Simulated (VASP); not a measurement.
# MoS2 (P6_3/mmc) in VASP: notebook, part 2 of 2

VASP 6.6.1. The steps go on from the part before.

### Step 3. Single point, PBE (strain +3.0%)

INCAR

```
  PREC = Accurate
  ENCUT = 520
  EDIFF = 1E-7
  ISMEAR = -1
  SIGMA = 0.02
  LREAL = False
  LASPH = True
  NELM = 80
  ALGO = Normal
  ISIF = 2
  LWAVE = False
  LCHARG = False
  GGA = PE
  NBANDS = 35
```

KPOINTS

```
Automatic mesh
0
Gamma
  12 12 2
```

POSCAR

```
MoS2
1.0
    3.2682105272      0.0000000000      0.0000000000
   -1.6341052636      2.8303533414      0.0000000000
    0.0000000000      0.0000000000     12.8089728380
Mo S
2 4
Direct
    0.3333333333      0.6666666667      0.2500000000
    0.6666666667      0.3333333333      0.7500000000
    0.6666666667      0.3333333333      0.3694191550
    0.6666666667      0.3333333333      0.1305808450
    0.3333333333      0.6666666667      0.8694191550
    0.3333333333      0.6666666667      0.6305808450
```

Potentials or basis: VASP PAW PBE potentials, release 64 (Mo_sv, S).

Started as:

```console
> cat potpaw_PBE.64/Mo_sv/POTCAR potpaw_PBE.64/S/POTCAR > POTCAR
> mpirun -np 1 vasp_std > vasp.out
```

OUTCAR:

```text
PREC = Accurate
   ENCUT = 520
   EDIFF = 1E-7
   ISMEAR = -1
   LREAL = False
   LASPH = True
   NELM = 80
   ISIF = 2
   GGA = PE

 ion  position               nearest neighbor table
   1  0.333  0.667  0.250-   3 2.43   4 2.43   3 2.43   4 2.43   3 2.43   4 2.43
   2  0.667  0.333  0.750-   5 2.43   6 2.43   5 2.43   6 2.43   5 2.43   6 2.43
   3  0.667  0.333  0.369-   1 2.43   1 2.43   1 2.43
   4  0.667  0.333  0.131-   1 2.43   1 2.43   1 2.43
   5  0.333  0.667  0.869-   2 2.43   2 2.43   2 2.43
   6  0.333  0.667  0.631-   2 2.43   2 2.43   2 2.43

  LATTYP: Found a hexagonal cell.
 ALAT       =     3.2682105272
 C/A-ratio  =     3.9192618503

  Lattice vectors:

 A1 = (   3.2682105272,   0.0000000000,   0.0000000000)
 A2 = (  -1.6341052636,   2.8303533414,   0.0000000000)
 A3 = (   0.0000000000,   0.0000000000,  12.8089728380)

Analysis of symmetry for initial positions (statically):
=====================================================================
 Subroutine PRICEL returns:
 Original cell was already a primitive cell.

 Routine SETGRP: Setting up the symmetry group for a
 hexagonal supercell.

 Subroutine GETGRP returns: Found 24 space group operations
 (whereof 12 operations were pure point group operations)
 out of a pool of 24 trial point group operations.

The static configuration has the point symmetry D_3d.
 The point group associated with its full space group is D_6h.

Analysis of symmetry for dynamics (positions and initial velocities):
=====================================================================
 Subroutine PRICEL returns:
 Original cell was already a primitive cell.

 Routine SETGRP: Setting up the symmetry group for a
 hexagonal supercell.

 Subroutine GETGRP returns: Found 24 space group operations
 (whereof 12 operations were pure point group operations)
 out of a pool of 24 trial point group operations.

The dynamic configuration has the point symmetry D_3d.
 The point group associated with its full space group is D_6h.

 Subroutine INISYM returns: Found 24 space group operations
 (whereof 12 operations are pure point group operations),
 and found     1 'primitive' translations

----------------------------------------------------------------------------------------

                                     Primitive cell

  volume of cell :     118.4854

  direct lattice vectors                    reciprocal lattice vectors
     3.268210527  0.000000000  0.000000000     0.305977841  0.176656389  0.000000000
    -1.634105264  2.830353341  0.000000000     0.000000000  0.353312777  0.000000000
     0.000000000  0.000000000 12.808972838     0.000000000  0.000000000  0.078070273

  length of vectors
     3.268210527  3.268210527 12.808972838     0.353312777  0.353312777  0.078070273

  position of ions in fractional coordinates (direct lattice)
     0.333333333  0.666666667  0.250000000
     0.666666667  0.333333333  0.750000000
     0.666666667  0.333333333  0.369419155
     0.666666667  0.333333333  0.130580845
     0.333333333  0.666666667  0.869419155
     0.333333333  0.666666667  0.630580845

  ion indices of the primitive-cell ions
   primitive index   ion index
[... 21 lines left out ...]

  Length of vectors
     0.029442731  0.029442731  0.039035136

  Shift w.r.t. Gamma in fractional coordinates (k-lattice)
     0.000000000  0.000000000  0.000000000

 Subroutine IBZKPT returns following result:
 ===========================================

 Found     38 irreducible k-points:

 Following reciprocal coordinates:
            Coordinates               Weight
  0.000000  0.000000  0.000000      1.000000
  0.083333 -0.000000  0.000000      6.000000
  0.166667 -0.000000  0.000000      6.000000
  0.250000 -0.000000  0.000000      6.000000
  0.333333 -0.000000  0.000000      6.000000
  0.416667 -0.000000  0.000000      6.000000
[... 16 lines left out ...]
  0.250000 -0.000000  0.500000      6.000000
  0.333333 -0.000000  0.500000      6.000000
 [... further k-points ...]
   k-points           NKPTS =     38   k-points in BZ     NKDIM =     38   number of bands    NBANDS=     35
   number of dos      NEDOS =    301   number of ions     NIONS =      6
   total plane-waves  NPLWV =  55296
   dimension x,y,z NGX =    24 NGY =   24 NGZ =   96
   dimension x,y,z NGXF=    48 NGYF=   48 NGZF=  192
   ions per type =               2   4
   NGX,Y,Z   is equivalent  to a cutoff of  12.21, 12.21, 12.46 a.u.
   NGXF,Y,Z  is equivalent  to a cutoff of  24.42, 24.42, 24.92 a.u.
 SYSTEM =  unknown system
   PREC   = accura    normal or accurate (medium, high low for compatibility)
   ISTART =      0    job   : 0-new  1-cont  2-samecut
   ICHARG =      2    charge: 1-file 2-atom 10-const
   ISPIN  =      1    spin polarized calculation?
   LNONCOLLINEAR =      F non collinear calculations
   LSORBIT =      F    spin-orbit coupling
   LASPH  =      T    aspherical Exc in radial PAW
   ENCUT  =  520.0 eV  38.22 Ry    6.18 a.u.   6.08  6.08 23.82*2*pi/ulx,y,z
   NELM   =     80;   NELMIN=  2; NELMDL= -5     # of ELM steps
   EDIFF  = 0.1E-06   stopping-criterion for ELM
   LREAL  =      F    real-space projection
   EDIFFG = 0.1E-05   stopping-criterion for IOM
   NSW    =      0    number of steps for IOM
   IBRION =     -1    ionic relax: 0-MD 1-quasi-New 2-CG
   NFREE  =      0    steps in history (QN), initial steepest desc. (CG)
   ISIF   =      2    stress and relaxation
   ISYM   =      2    0-nonsym 1-usesym 2-fastsym
   POTIM  = 0.5000    time-step for ionic-motion
   TEBEG  =    0.0;   TEEND  =   0.0 temperature during run
   PSTRESS=    0.0 pullay stress
   NELECT =      52.0000    total number of electrons
   NUPDOWN=      -1.0000    fix difference up-down
   EMIN   =  10.00;   EMAX   =-10.00  energy-range for DOS
   EFERMI =   0.00;   METHOD = LEGACY
   ISMEAR =    -1;   SIGMA  =   0.02  broadening in eV -4-tet -1-fermi 0-gaus
   EFERMI_NEDOS =   21; number of points for ismear=-14 and -15
   IALGO  =     38    algorithm
   IMIX   =      4    mixing-type and parameters
     AMIX     =   0.40;   BMIX     =  1.00
     AMIX_MAG =   1.60;   BMIX_MAG =  1.00
  volume/ion in A,a.u.               =      19.75       133.26
  Fermi-wavevector in a.u.,A,eV,Ry     =   1.244097  2.351003 21.058793  1.547778
  Thomas-Fermi vector in A             =   2.378379
   LORBIT       =      0    0 simple, 1 ext, 2 COOP (PROOUT), +10 PAW based schemes
   GGA     = PE    functional components
   LHFCALC =     F    Hartree Fock is set to
   AEXX    =    0.0000 exact exchange contribution
   IVDW    =     0    specifies the selected vdW correction
   LEPSILON=     F    determine dielectric tensor
   LRPA    =     F    only Hartree local field effects (RPA)
 non-spin polarized calculation
  energy-cutoff  :      520.00
  volume of cell :      118.49
 maximum number of plane-waves:      3228
   NGX = 13   NGY = 13   NGZ = 47

 number of electron      52.0000009 magnetization

 Free energy of the ion-electron system (eV)
  ---------------------------------------------------
  ext. energy  EPLUGINS =         0.00000000
  ---------------------------------------------------
  free energy    TOTEN  =       -43.56846562 eV

  energy without entropy =      -43.56846562  energy(sigma->0) =      -43.56846562

 E-fermi :   6.6336     XC(G=0): -10.2036

 val. band max:        6.3594741338   @ k =   0.0000   0.0000   0.0000
 cond. band min:       6.9494167872   @ k =   0.3333   0.3333   0.0000
 fundamental gap:      0.5899426534
 Fermi energy:         6.6336333704

 k-point     1 :       0.0000    0.0000    0.0000
  band No.  band energies     occupation
      1     -55.3119      2.00000
      2     -55.3119      2.00000
      3     -29.3999      2.00000
      4     -29.3998      2.00000
      5     -29.2889      2.00000
      6     -29.2889      2.00000
[... 901 lines left out ...]
     34       9.5570      0.00000
     35      13.0404      0.00000

 [... further k-points ...]
[... 5 lines left out ...]
  --------------------------------------------------------------------------------------
  -------------------------------------------------------------------------------------
  Total       -4.1911130     -4.1911130      1.0951085      0.0000000     -0.0000000      0.0000000
  in kB      -56.6728394    -56.6728394     14.8082160      0.0000000     -0.0000000      0.0000000
  external PRESSURE =     -32.8458209 kB  Pullay stress =       0.0000000 kB

 VOLUME and BASIS-vectors are now :
 -----------------------------------------------------------------------------
  energy-cutoff  :      520.00
  volume of cell :      118.49
      direct lattice vectors                 reciprocal lattice vectors
     3.268210527  0.000000000  0.000000000     0.305977841  0.176656389  0.000000000
    -1.634105264  2.830353341  0.000000000     0.000000000  0.353312777  0.000000000
     0.000000000  0.000000000 12.808972838     0.000000000  0.000000000  0.078070273

 POSITION                                       TOTAL-FORCE (eV/Angst)
 -----------------------------------------------------------------------------------
     -0.00000      1.88690      3.20224        -0.000000      0.000000     -0.000000
      1.63411      0.94345      9.60673         0.000000     -0.000000     -0.000000
      1.63411      0.94345      4.73188         0.000000     -0.000000      0.070296
      1.63411      0.94345      1.67261         0.000000     -0.000000     -0.070296
     -0.00000      1.88690     11.13637        -0.000000      0.000000      0.070296
     -0.00000      1.88690      8.07709        -0.000000      0.000000     -0.070296
 -----------------------------------------------------------------------------------
    total drift:                               -0.000000      0.000000     -0.000000

  FREE ENERGIE OF THE ION-ELECTRON SYSTEM (eV)
  ---------------------------------------------------
  free  energy   TOTEN  =       -43.5684656220 eV

  energy  without entropy=      -43.5684656171  energy(sigma->0) =      -43.56846562
```

OSZICAR:

```text
N       E                     dE             d eps       ncg     rms          rms(c)
DAV:   1     0.434662661198E+03    0.43466E+03   -0.29197E+04  2940   0.139E+03
DAV:   2    -0.239778780184E+02   -0.45864E+03   -0.44431E+03  3239   0.356E+02
DAV:   3    -0.463489907209E+02   -0.22371E+02   -0.21944E+02  3247   0.718E+01
DAV:   4    -0.468097934083E+02   -0.46080E+00   -0.45922E+00  3186   0.104E+01
DAV:   5    -0.468195293147E+02   -0.97359E-02   -0.97340E-02  3167   0.152E+00    0.311E+01
DAV:   6    -0.444701763362E+02    0.23494E+01   -0.14817E+01  2890   0.238E+01    0.125E+01
DAV:   7    -0.438942130948E+02    0.57596E+00   -0.58117E+00  2884   0.152E+01    0.754E+00
DAV:   8    -0.435681524343E+02    0.32606E+00   -0.80143E-01  2948   0.591E+00    0.259E+00
DAV:   9    -0.435743491424E+02   -0.61967E-02   -0.86337E-02  3039   0.145E+00    0.105E+00
DAV:  10    -0.435686832695E+02    0.56659E-02   -0.27485E-02  2891   0.112E+00    0.440E-01
DAV:  11    -0.435686832284E+02    0.41080E-07   -0.16013E-03  2914   0.223E-01    0.249E-01
DAV:  12    -0.435684475431E+02    0.23569E-03   -0.76679E-04  2929   0.162E-01    0.815E-02
DAV:  13    -0.435684589303E+02   -0.11387E-04   -0.15201E-04  3086   0.610E-02    0.148E-02
DAV:  14    -0.435684643596E+02   -0.54293E-05   -0.11938E-05  2963   0.165E-02    0.159E-02
DAV:  15    -0.435684654729E+02   -0.11133E-05   -0.10430E-06  2799   0.431E-03    0.901E-03
DAV:  16    -0.435684656785E+02   -0.20559E-06   -0.53665E-07  2624   0.338E-03    0.352E-03
DAV:  17    -0.435684656220E+02    0.56489E-07   -0.59071E-08  1972   0.149E-03
   1 F= -.43568466E+02 E0= -.43568466E+02  d E =-.486701E-08
```

Wall time 1.9 min (1 thread of Intel Xeon 6975P-C (Granite Rapids), shared host); peak memory 0.28 GiB.

Results:

```yaml
Free_energy: -43.5685 eV
Pressure: -3.3 GPa
Largest_force: 0.070 eV/Å
Band_gap_on_the_k_mesh: 0.59 eV, indirect (least direct gap 1.37 eV)
```

Forces in eV/Å, atoms in the order of the input:
```
Mo   0.000  0.000  0.000
Mo   0.000  0.000  0.000
S    0.000  0.000  0.070
S    0.000  0.000 -0.070
S    0.000  0.000  0.070
S    0.000  0.000 -0.070
```

Caveat: the cell differs from its parent crystal (strain +3.0%); this functional lacks dispersion, which binds the layers, so the pressure and a relaxed spacing across them are unreliable. A k mesh can miss the band edges.
